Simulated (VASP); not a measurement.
Input of a VASP 6.6.1 run:

File INCAR:

```
PREC = Accurate ; ENCUT = 600
EDIFF = 1E-6 ; ISMEAR = 0
SIGMA = 0.1 ; LREAL = False
LASPH = True ; NELM = 60
ALGO = Normal ; ISIF = 3
LWAVE = False ; LCHARG = False
GGA = PE ; IBRION = 2
NSW = 90 ; EDIFFG = -0.04
```

Contents of KPOINTS:

```
regular mesh
0
Gamma
  6 6 4
```

Contents of POSCAR:

```
MoH5
1.0
    4.5983792800      0.0000000000      0.0000000000
   -2.2991896400      3.9823132700      0.0000000000
    0.0000000000      0.0000000000      4.1320772500
H Mo
5 1
Direct
    0.0000000000      0.6383360000      0.0000000000
    0.6383360000      0.0000000000      0.0000000000
    0.3616640000      0.3616640000      0.0000000000
    0.6666666700      0.3333333300      0.5000000000
    0.3333333300      0.6666666700      0.5000000000
    0.0000000000      0.0000000000      0.5000000000
```

Potentials or basis: VASP PAW PBE potentials, release 64 (H, Mo_sv).

Run with:

```sh
$ cat potpaw_PBE.64/H/POTCAR potpaw_PBE.64/Mo_sv/POTCAR > POTCAR
$ mpirun -np 1 vasp_std > vasp.out
```

Q: What does it give for the relaxed volume?

A: 5.29 Å³/atom.

Q: What does it give for the space group after relaxing (to 0.05 Å)?

A: P-62m (No. 189).

Q: Estimate the relaxed cell.

A: a = 3.420 Å, b = 3.420 Å, c = 3.134 Å, α = 90.00°, β = 90.00°, γ = 120.00°.

Step by step:
```tsv
step	energy change (eV)	largest force (eV/Å)	pressure (GPa)	volume (Å³)
1	0.0000	1.3862	-26.77	75.67
2	-4.2674	1.5228	-33.56	54.85
3	6.9991	7.8638	503.79	15.75
4	-6.1281	1.5484	-33.39	45.23
5	-8.1630	0.1971	25.01	27.97
6	-8.3278	0.9068	-8.00	32.51
7	-8.4044	0.7111	0.38	30.97
8	-8.3982	0.6187	4.63	30.33
9	-8.5176	0.3923	5.84	30.28
10	-8.5882	0.0896	7.88	30.19
11	-8.5903	0.0035	8.53	30.16
12	-8.6200	0.1605	-3.34	32.24
13	-8.6270	0.1155	0.04	31.58
14	-8.6326	0.0290	0.03	31.76
```

Caveat: the k points lie up to 0.50 Å⁻¹ apart in the final cell; the volume moved by over 15 % at a fixed basis, so the end points are rough.
